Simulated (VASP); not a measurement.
Input of a VASP 6.6.1 run:

File INCAR:

```
ALGO = Normal
EDIFF = 1E-7
ENCUT = 520
GGA = PE
ISIF = 2
ISMEAR = 0
LASPH = True
LCHARG = False
LREAL = False
LWAVE = False
NBANDS = 11
NELM = 60
PREC = Accurate
SIGMA = 0.05
```

The input KPOINTS:

```
k-points
0
Gamma
  8 8 8
```

Contents of POSCAR:

```
MgS
1.0
    0.0000000000      2.6016500000      2.4975840000
    2.6016500000      0.0000000000      2.4975840000
    2.6016500000      2.6016500000      0.0000000000
Mg S
1 1
Direct
    0.0000000000      0.0000000000      0.0000000000
    0.5000000000      0.5000000000      0.5000000000
```

Potentials or basis: VASP PAW PBE potentials, release 64 (Mg, S).

Command:

```console
$ cat potpaw_PBE.64/Mg/POTCAR potpaw_PBE.64/S/POTCAR > POTCAR
$ mpirun -np 1 vasp_std > vasp.out
```

(1) What does it give for the band gap on the k mesh?

(2) What does it give for the pressure?

## Answers

(1) 2.67 eV, indirect (least direct gap 3.98 eV).

(2) 4.6 GPa.

Caveat: the cell differs from its parent crystal (strain +0.000 along x and y, -0.040 along z).
